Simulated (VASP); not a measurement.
# BaTiO3 (Amm2) in VASP: a series of runs

The runs below take BaTiO3 through single point, with PBEsol.

Everything below comes from runs of VASP 6.6.1. Logs are shortened: lines on timing, memory, paths and dates and some standing lists are left out, and cuts for length are marked.

## 1. The cell of the first run

It takes space group Amm2 (No. 38, orthorhombic). Conventional cell: a = 3.984 Å, b = 5.674 Å, c = 5.521 Å, α = 90.00°, β = 90.00°, γ = 90.00°. Within 3.6 Å of Ba (site symmetry mm2) lie 12 O at 2.72 to 2.84 Å and 8 Ti at 3.37 to 3.47 Å. Within 2.6 Å of Ti (site symmetry mm2) lie 6 O at 1.92 to 2.03 Å. Within 2.6 Å of O (site symmetry mm2) lie 2 Ti at 1.99 Å. O (site symmetry m) has 2 Ti at 1.92 to 2.03 Å within 2.6 Å.

## 2. Single point, PBEsol (zz strain of -3 %)

File INCAR:

```
SYSTEM = BaTiO3
ALGO     = Normal         ! electronic algorithm
EDIFF    = 1E-7           ! SCF threshold, eV
ENCUT    = 520            ! plane-wave cutoff, eV
GGA      = PS             ! functional
ISIF     = 2              ! what is computed and relaxed
ISMEAR   = -1             ! smearing method
LASPH    = .TRUE.         ! aspherical terms in the spheres
LCHARG   = .FALSE.        ! write CHGCAR
LREAL    = .FALSE.        ! projectors in reciprocal space
LWAVE    = .FALSE.        ! write WAVECAR
NBANDS   = 28             ! bands
NELM     = 80             ! most SCF steps
PREC     = Accurate       ! precision mode
SIGMA    = 0.05           ! smearing width, eV
```

File KPOINTS:

```
k-points
0
G
  8 8 8
  0 0 0
```

File POSCAR:

```
BaTiO3
1.0
    3.9841000000      0.0000000000      0.0000000000
    0.0000000000      2.8370500000      2.7604260000
    0.0000000000     -2.8370500000      2.7604260000
Ba Ti O
1 1 3
Direct
    0.0000000000      0.0000000000      0.0000000000
    0.5000000000      0.5079000000      0.5079000000
    0.0000000000      0.4921000000      0.4921000000
    0.5000000000      0.5025100000      0.9937100000
    0.5000000000      0.9937100000      0.5025100000
```

Potentials or basis: VASP PAW PBE potentials, release 64 (Ba_sv, Ti_sv, O).

Started as:

```console
$ cat potpaw_PBE.64/Ba_sv/POTCAR potpaw_PBE.64/Ti_sv/POTCAR potpaw_PBE.64/O/POTCAR > POTCAR
$ mpirun -np 1 vasp_std > vasp.out
```

OUTCAR:

```text
SYSTEM = BaTiO3
   EDIFF = 1E-7
   ENCUT = 520
   GGA = PS
   ISIF = 2
   ISMEAR = -1
   LASPH = .TRUE.
   LREAL = .FALSE.
   NELM = 80
   PREC = Accurate

 ion  position               nearest neighbor table
   1  0.000  0.000  0.000-   3 2.72   4 2.80   5 2.80   4 2.80   5 2.80   3 2.80   4 2.82   5 2.82
                             4 2.82   5 2.82   3 2.84   3 2.84   2 3.37   2 3.37   2 3.44   2 3.44
   2  0.500  0.508  0.508-   4 1.92   5 1.92   3 1.99   3 1.99   5 2.03   4 2.03   1 3.37   1 3.37
                             1 3.44   1 3.44   1 3.47   1 3.47   1 3.47   1 3.47
   3  0.000  0.492  0.492-   2 1.99   2 1.99   1 2.72   1 2.80   1 2.84   1 2.84
   4  0.500  0.503  0.994-   2 1.92   2 2.03   1 2.80   1 2.80   1 2.82   1 2.82
   5  0.500  0.994  0.503-   2 1.92   2 2.03   1 2.80   1 2.80   1 2.82   1 2.82

  LATTYP: Found a base centered orthorhombic cell.
 ALAT       =     5.5208520000
 B/A-ratio  =     1.0277580344
 C/A-ratio  =     0.7216458619

  Lattice vectors:

 A1 = (   0.0000000000,   2.8370500000,   2.7604260000)
 A2 = (   0.0000000000,  -2.8370500000,   2.7604260000)
 A3 = (   3.9841000000,   0.0000000000,   0.0000000000)

Analysis of symmetry for initial positions (statically):
=====================================================================
 Subroutine PRICEL returns:
 Original cell was already a primitive cell.

 Routine SETGRP: Setting up the symmetry group for a
 base centered orthorhombic supercell.

 Subroutine GETGRP returns: Found  4 space group operations
 (whereof  4 operations were pure point group operations)
 out of a pool of  8 trial point group operations.

The static configuration has the point symmetry C_2v.

Analysis of symmetry for dynamics (positions and initial velocities):
=====================================================================
 Subroutine PRICEL returns:
 Original cell was already a primitive cell.

 Routine SETGRP: Setting up the symmetry group for a
 base centered orthorhombic supercell.

 Subroutine GETGRP returns: Found  4 space group operations
 (whereof  4 operations were pure point group operations)
 out of a pool of  8 trial point group operations.

The dynamic configuration has the point symmetry C_2v.

 Subroutine INISYM returns: Found  4 space group operations
 (whereof  4 operations are pure point group operations),
 and found     1 'primitive' translations

----------------------------------------------------------------------------------------

                                     Primitive cell

  volume of cell :      62.4027

  direct lattice vectors                    reciprocal lattice vectors
     3.984100000  0.000000000  0.000000000     0.250997716  0.000000000  0.000000000
     0.000000000  2.837050000  2.760426000     0.000000000  0.176239404  0.181131463
     0.000000000 -2.837050000  2.760426000     0.000000000 -0.176239404  0.181131463

  length of vectors
     3.984100000  3.958384065  3.958384065     0.250997716  0.252723039  0.252723039

  position of ions in fractional coordinates (direct lattice)
     0.000000000  0.000000000  0.000000000
     0.500000000  0.507900000  0.507900000
     0.000000000  0.492100000  0.492100000
     0.500000000  0.502510000  0.993710000
     0.500000000  0.993710000  0.502510000

  ion indices of the primitive-cell ions
   primitive index   ion index
                 1           1
                 2           2
                 3           3
                 4           4
                 5           5

----------------------------------------------------------------------------------------

 KPOINTS: k-points

Automatic generation of k-mesh.
 Grid dimensions read from file:
 generate k-points for:    8    8    8

 Generating k-lattice:

  Cartesian coordinates                     Fractional coordinates (reciprocal lattice)
     0.031374714  0.000000000  0.000000000     0.125000000  0.000000000  0.000000000
     0.000000000  0.022029925  0.022641433     0.000000000  0.125000000  0.000000000
[... 49 lines left out ...]

 Free energy of the ion-electron system (eV)
  ---------------------------------------------------
  ext. energy  EPLUGINS =         0.00000000
  ---------------------------------------------------
  free energy    TOTEN  =       -41.95268006 eV

  energy without entropy =      -41.95268006  energy(sigma->0) =      -41.95268006

 E-fermi :   4.8404     XC(G=0): -11.6589

 val. band max:        3.9160529559   @ k =   0.5000   0.5000   0.5000
 cond. band min:       5.7439221973   @ k =   0.0000   0.0000   0.0000
 fundamental gap:      1.8278692414
 Fermi energy:         4.8404218657

 k-point     1 :       0.0000    0.0000    0.0000
  band No.  band energies     occupation
      1     -52.3134      2.00000
      2     -28.6748      2.00000
      3     -28.6534      2.00000
      4     -28.6505      2.00000
      5     -20.8034      2.00000
      6     -12.9740      2.00000
[... 20 lines left out ...]
     27       8.8797      0.00000
     28      11.3651      0.00000

 k-point     2 :       0.1250    0.0000    0.0000
  band No.  band energies     occupation
      1     -52.3132      2.00000
      2     -28.6745      2.00000
      3     -28.6591      2.00000
      4     -28.6531      2.00000
      5     -20.7836      2.00000
      6     -12.9966      2.00000
[... 20 lines left out ...]
     27       9.1940      0.00000
     28      11.7392      0.00000

 k-point     3 :       0.2500    0.0000    0.0000
  band No.  band energies     occupation
      1     -52.3128      2.00000
      2     -28.6799      2.00000
      3     -28.6736      2.00000
      4     -28.6523      2.00000
      5     -20.7350      2.00000
      6     -13.0956      2.00000
[... 20 lines left out ...]
     27      10.0251      0.00000
     28      12.3724      0.00000

 k-point     4 :       0.3750    0.0000    0.0000
  band No.  band energies     occupation
      1     -52.3124      2.00000
      2     -28.7005      2.00000
      3     -28.6728      2.00000
      4     -28.6515      2.00000
      5     -20.6853      2.00000
      6     -13.2290      2.00000
[... 578 lines left out ...]
     27      11.8613      0.00000
     28      12.3934      0.00000

 k-point    23 :       0.2500    0.5000    0.0000
  band No.  band energies     occupation
      1     -52.3115      2.00000
      2     -28.7271      2.00000
      3     -28.6764      2.00000
      4     -28.6590      2.00000
      5     -20.6162      2.00000
      6     -12.9855      2.00000
[... 20 lines left out ...]
     27      12.6022      0.00000
     28      12.7336      0.00000

 k-point    24 :       0.3750    0.5000    0.0000
  band No.  band energies     occupation
      1     -52.3111      2.00000
      2     -28.7256      2.00000
      3     -28.6963      2.00000
      4     -28.6582      2.00000
      5     -20.5860      2.00000
      6     -12.7630      2.00000
[... 20 lines left out ...]
     27      12.0400      0.00000
     28      13.6618      0.00000

 [... further k-points ...]
[... 5 lines left out ...]
  --------------------------------------------------------------------------------------
  -------------------------------------------------------------------------------------
  Total        0.5927001      0.0396824      2.8230253      0.0000000      0.0000000      0.0000000
  in kB       15.2174621      1.0188393     72.4806413      0.0000000      0.0000000      0.0000000
  external PRESSURE =      29.5723142 kB  Pullay stress =       0.0000000 kB

 VOLUME and BASIS-vectors are now :
 -----------------------------------------------------------------------------
  energy-cutoff  :      520.00
  volume of cell :       62.40
      direct lattice vectors                 reciprocal lattice vectors
     3.984100000  0.000000000  0.000000000     0.250997716  0.000000000  0.000000000
     0.000000000  2.837050000  2.760426000     0.000000000  0.176239404  0.181131463
     0.000000000 -2.837050000  2.760426000     0.000000000 -0.176239404  0.181131463

 POSITION                                       TOTAL-FORCE (eV/Angst)
 -----------------------------------------------------------------------------------
      0.00000      0.00000      0.00000         0.000000      0.000000      0.068992
      1.99205      0.00000      2.80404         0.000000      0.000000      0.025987
      0.00000      0.00000      2.71681         0.000000      0.000000      0.129565
      1.99205     -1.39356      4.13020         0.000000     -0.058065     -0.112272
      1.99205      1.39356      4.13020         0.000000      0.058065     -0.112272
 -----------------------------------------------------------------------------------
    total drift:                                0.000000     -0.000000      0.000062

  FREE ENERGIE OF THE ION-ELECTRON SYSTEM (eV)
  ---------------------------------------------------
  free  energy   TOTEN  =       -41.9526800592 eV

  energy  without entropy=      -41.9526800583  energy(sigma->0) =      -41.95268006
```

It took 2.4 min on 1 thread of Intel Xeon Platinum 8488C (Sapphire Rapids), shared host; peak memory 0.3 GiB.

What came out:

| Quantity | Value |
| --- | --- |
| Free energy | -41.9527 eV |
| Pressure | 3.0 GPa |
| Largest force | 0.130 eV/Å |
| Band gap on the k mesh | 1.83 eV, indirect (least direct gap 1.92 eV) |

Forces in eV/Å, atoms in the order of the input:
```
Ba   0.000  0.000  0.069
Ti   0.000  0.000  0.026
O    0.000  0.000  0.130
O    0.000 -0.058 -0.112
O    0.000  0.058 -0.112
```

Levels at points of the mesh, in eV from the valence-band top:
```tsv
k point	band 17	band 18	band 19	band 20	band 21	band 22	band 23	band 24
(0.00, 0.00, 0.00)	-1.15	-0.24	-0.23	-0.09	1.83	1.84	1.84	4.15
(0.50, 0.00, 0.00)	-1.89	-1.71	-0.89	-0.65	2.01	3.55	3.63	4.21
(0.00, 0.50, 0.00)	-1.94	-1.86	-0.78	-0.76	2.01	3.67	3.68	4.17
(0.50, 0.50, 0.00)	-1.74	-0.91	-0.90	-0.12	3.61	3.68	4.06	5.04
(0.00, 0.50, 0.50)	-1.72	-0.87	-0.77	-0.10	3.67	3.71	4.10	5.00
(0.50, 0.50, 0.50)	-2.29	-0.04	-0.01	0.00	4.29	4.38	4.38	6.58
```

Caveat: the cell differs from its parent crystal (zz strain of -3 %); the PAW data sets were made with another functional, which shifts forces and pressure a little; spin-orbit coupling is left out, which moves the levels of the heavy elements. A k mesh can miss the band edges.

## 3. Single point, PBEsol (zz strain of -1 %)

File INCAR:

```
SYSTEM = BaTiO3
PREC = Accurate
ENCUT = 520
EDIFF = 1E-7
ISMEAR = -1
SIGMA = 0.05
LREAL = .FALSE.
LASPH = .TRUE.
NELM = 60
ALGO = Normal
ISIF = 2
LWAVE = .FALSE.
LCHARG = .FALSE.
GGA = PS
NBANDS = 28
```

File KPOINTS:

```
Automatic mesh
0
G
  8 8 8
  0 0 0
```

Edit POSCAR of step 2 so:

```diff
@@ -3,4 +3,4 @@
     3.9841000000      0.0000000000      0.0000000000
-    0.0000000000      2.8370500000      2.7604260000
-    0.0000000000     -2.8370500000      2.7604260000
+    0.0000000000      2.8370500000      2.8173420000
+    0.0000000000     -2.8370500000      2.8173420000
 Ba Ti O
```

Potentials or basis: VASP PAW PBE potentials, release 64 (Ba_sv, Ti_sv, O).

Started as:

```console
$ cat potpaw_PBE.64/Ba_sv/POTCAR potpaw_PBE.64/Ti_sv/POTCAR potpaw_PBE.64/O/POTCAR > POTCAR
$ mpirun -np 1 vasp_std > vasp.out
```

Run time: 2.3 min. Hardware: 1 thread of Intel Xeon Platinum 8488C (Sapphire Rapids), shared host; peak memory 0.3 GiB.

The run converged. Its results:

```
Free energy            : -41.9827 eV
Pressure               : -0.8 GPa
Largest force          : 0.167 eV/Å
Band gap on the k mesh : 1.78 eV, indirect (least direct gap 1.95 eV)
```

Forces in eV/Å, atoms in the order of the input:
```
Ba   0.000  0.000  0.083
Ti   0.000  0.000  0.144
O    0.000  0.000  0.109
O    0.000 -0.004 -0.167
O    0.000  0.004 -0.167
```

Stress tensor (GPa, compression positive):
```
-0.79  0.00  0.00
 0.00 -1.73  0.00
 0.00  0.00  0.04
```

Levels at points of the mesh, in eV from the valence-band top:
| k point | band 17 | band 18 | band 19 | band 20 | band 21 | band 22 | band 23 | band 24 |
| --- | --- | --- | --- | --- | --- | --- | --- | --- |
| (0.00, 0.00, 0.00) | -1.14 | -0.24 | -0.20 | -0.17 | 1.78 | 1.80 | 1.84 | 4.04 |
| (0.50, 0.00, 0.00) | -1.88 | -1.80 | -0.80 | -0.75 | 1.96 | 3.53 | 3.58 | 4.04 |
| (0.00, 0.50, 0.00) | -1.88 | -1.79 | -0.78 | -0.74 | 1.97 | 3.55 | 3.56 | 4.06 |
| (0.50, 0.50, 0.00) | -1.74 | -0.89 | -0.89 | -0.10 | 3.56 | 3.57 | 3.97 | 4.85 |
| (0.00, 0.50, 0.50) | -1.72 | -0.89 | -0.88 | -0.12 | 3.56 | 3.57 | 3.96 | 4.90 |
| (0.50, 0.50, 0.50) | -2.40 | -0.03 | -0.02 | 0.00 | 4.21 | 4.23 | 4.25 | 6.59 |

Caveat: the cell differs from its parent crystal (zz strain of -1 %); the PAW data sets were made with another functional, which shifts forces and pressure a little; spin-orbit coupling is left out, which moves the levels of the heavy elements. A k mesh can miss the band edges.

## 4. Single point, PBEsol (equal xx and yy strain of -2 %)

File INCAR:

```
ALGO     = Normal         # electronic algorithm
EDIFF    = 1E-6           # SCF threshold, eV
ENCUT    = 520            # plane-wave cutoff, eV
GGA      = PS             # functional
ISIF     = 2              # what is computed and relaxed
ISMEAR   = -1             # smearing method
LASPH    = True           # aspherical terms in the spheres
LCHARG   = False          # write CHGCAR
LREAL    = False          # projectors in reciprocal space
LWAVE    = False          # write WAVECAR
NBANDS   = 28             # bands
NELM     = 100            # most SCF steps
PREC     = Accurate       # precision mode
SIGMA    = 0.05           # smearing width, eV
```

File KPOINTS:

```
k-points
0
Gamma
  8 8 8
```

Edit POSCAR of step 3 so:

```diff
@@ -2,5 +2,5 @@
 1.0
-    3.9841000000      0.0000000000      0.0000000000
-    0.0000000000      2.8370500000      2.8173420000
-    0.0000000000     -2.8370500000      2.8173420000
+    3.9044180000      0.0000000000      0.0000000000
+    0.0000000000      2.7803090000      2.8458000000
+    0.0000000000     -2.7803090000      2.8458000000
 Ba Ti O
```

Started as:

```console
$ cat potpaw_PBE.64/Ba_sv/POTCAR potpaw_PBE.64/Ti_sv/POTCAR potpaw_PBE.64/O/POTCAR > POTCAR
$ mpirun -np 1 vasp_std > vasp.out
```

Wall time 2.6 min (1 thread of Intel Xeon Platinum 8375C at 2.90GHz (Ice Lake), shared host); peak memory 0.3 GiB.

It converged, with:

* Free energy: -41.9385 eV
* Pressure: 4.9 GPa
* Largest force: 0.156 eV/Å
* Band gap on the k mesh: 1.76 eV, indirect (least direct gap 1.87 eV)

Forces in eV/Å, atoms in the order of the input:
```
Ba   0.000  0.000  0.102
Ti   0.000  0.000  0.114
O    0.000  0.000  0.057
O    0.000 -0.077 -0.136
O    0.000  0.077 -0.136
```

Stress tensor (GPa, compression positive):
```
7.30 0.00 0.00
0.00 6.79 0.00
0.00 0.00 0.75
```

Levels at points of the mesh, in eV from the valence-band top:
| k point | band 16 | band 17 | band 18 | band 19 | band 20 | band 21 | band 22 | band 23 | band 24 | band 25 |
| --- | --- | --- | --- | --- | --- | --- | --- | --- | --- | --- |
| (0.00, 0.00, 0.00) | -1.19 | -1.18 | -0.26 | -0.23 | -0.11 | 1.76 | 1.80 | 1.96 | 4.17 | 4.30 |
| (0.50, 0.00, 0.00) | -2.16 | -1.98 | -1.97 | -0.92 | -0.69 | 1.99 | 3.77 | 3.78 | 4.17 | 6.32 |
| (0.00, 0.50, 0.00) | -2.10 | -1.88 | -1.80 | -0.80 | -0.75 | 2.02 | 3.63 | 3.65 | 4.27 | 6.30 |
| (0.50, 0.50, 0.00) | -2.92 | -1.75 | -0.85 | -0.85 | -0.11 | 3.64 | 3.79 | 4.14 | 5.02 | 7.97 |
| (0.00, 0.50, 0.50) | -2.80 | -1.72 | -1.03 | -0.93 | -0.18 | 3.61 | 3.69 | 4.05 | 5.24 | 7.89 |
| (0.50, 0.50, 0.50) | -2.42 | -2.32 | -0.07 | -0.04 | 0.00 | 4.35 | 4.41 | 4.43 | 6.68 | 6.72 |

Caveat: the cell differs from its parent crystal (equal xx and yy strain of -2 %); the PAW data sets were made with another functional, which shifts forces and pressure a little; spin-orbit coupling is left out, which moves the levels of the heavy elements. A k mesh can miss the band edges.

## 5. Single point, PBEsol (equal xx and yy strain of +1 %)

File INCAR:

```
PREC = Accurate
ENCUT = 520
EDIFF = 1E-6
ISMEAR = -1
SIGMA = 0.05
LREAL = False
LASPH = True
NELM = 60
ALGO = Normal
ISIF = 2
LWAVE = False
LCHARG = False
GGA = PS
NBANDS = 28
```

File KPOINTS:

```
Automatic mesh
0
Gamma
  8 8 8
```

Edit POSCAR of step 4 so:

```diff
@@ -2,5 +2,5 @@
 1.0
-    3.9044180000      0.0000000000      0.0000000000
-    0.0000000000      2.7803090000      2.8458000000
-    0.0000000000     -2.7803090000      2.8458000000
+    4.0239410000      0.0000000000      0.0000000000
+    0.0000000000      2.8654205000      2.8458000000
+    0.0000000000     -2.8654205000      2.8458000000
 Ba Ti O
```

Started as:

```console
$ cat potpaw_PBE.64/Ba_sv/POTCAR potpaw_PBE.64/Ti_sv/POTCAR potpaw_PBE.64/O/POTCAR > POTCAR
$ mpirun -np 1 vasp_std > vasp.out
```

Run time: 2.9 min. Hardware: 1 thread of Intel Xeon Platinum 8375C at 2.90GHz (Ice Lake), shared host; peak memory 0.31 GiB.

It converged, with:

```yaml
Free_energy: -41.9446 eV
Pressure: -5.7 GPa
Largest_force: 0.247 eV/Å
Band_gap_on_the_k_mesh: 1.72 eV, indirect (least direct gap 1.92 eV)
```

Forces on the atoms (eV/Å):
```
Ba   0.000  0.000  0.081
Ti   0.000  0.000  0.247
O    0.000  0.000  0.117
O    0.000  0.069 -0.222
O    0.000 -0.069 -0.222
```

Stress tensor (GPa, compression positive):
```
-5.66  0.00  0.00
 0.00 -6.56  0.00
 0.00  0.00 -4.90
```

Levels at points of the mesh, in eV from the valence-band top:
| k point | band 17 | band 18 | band 19 | band 20 | band 21 | band 22 | band 23 | band 24 |
| --- | --- | --- | --- | --- | --- | --- | --- | --- |
| (0.00, 0.00, 0.00) | -1.09 | -0.27 | -0.22 | -0.20 | 1.72 | 1.74 | 1.78 | 3.84 |
| (0.50, 0.00, 0.00) | -1.83 | -1.76 | -0.80 | -0.75 | 1.88 | 3.38 | 3.43 | 3.83 |
| (0.00, 0.50, 0.00) | -1.84 | -1.74 | -0.78 | -0.74 | 1.90 | 3.40 | 3.41 | 3.85 |
| (0.50, 0.50, 0.00) | -1.76 | -0.91 | -0.90 | -0.09 | 3.41 | 3.42 | 3.81 | 4.60 |
| (0.00, 0.50, 0.50) | -1.73 | -0.91 | -0.90 | -0.12 | 3.41 | 3.42 | 3.80 | 4.65 |
| (0.50, 0.50, 0.50) | -2.41 | -0.03 | -0.02 | 0.00 | 4.03 | 4.05 | 4.07 | 6.45 |

Caveat: the cell differs from its parent crystal (equal xx and yy strain of +1 %); the PAW data sets were made with another functional, which shifts forces and pressure a little; spin-orbit coupling is left out, which moves the levels of the heavy elements.

## 6. Summary

| cell | gap on the mesh (eV) | pressure (GPa) | largest force (eV/Å) |
| --- | --- | --- | --- |
| a = 3.984, b = 3.958, c = 3.958 Å, angles 91.6, 90.0, 90.0°, 5 atoms | 1.83 | 3.0 | 0.13 |
| a = 3.984, b = 3.998, c = 3.998 Å, angles 90.4, 90.0, 90.0°, 5 atoms | 1.78 | -0.8 | 0.17 |
| a = 3.904, b = 3.979, c = 3.979 Å, angles 88.7, 90.0, 90.0°, 5 atoms | 1.76 | 4.9 | 0.16 |
| a = 4.024, b = 4.038, c = 4.038 Å, angles 90.4, 90.0, 90.0°, 5 atoms | 1.72 | -5.7 | 0.25 |

Alike in all rows: task single point; level PBEsol; potentials or basis VASP PAW PBE potentials, release 64 (Ba_sv, Ti_sv, O); no spin polarisation; k mesh 8 × 8 × 8; cutoff (eV) 520; smearing fermi-dirac 0.05 eV.

Caveats: the PAW data sets were made with another functional, which shifts forces and pressure a little; spin-orbit coupling is left out, which moves the levels of the heavy elements.

Absolute energies hang on the potentials; compare differences alone.
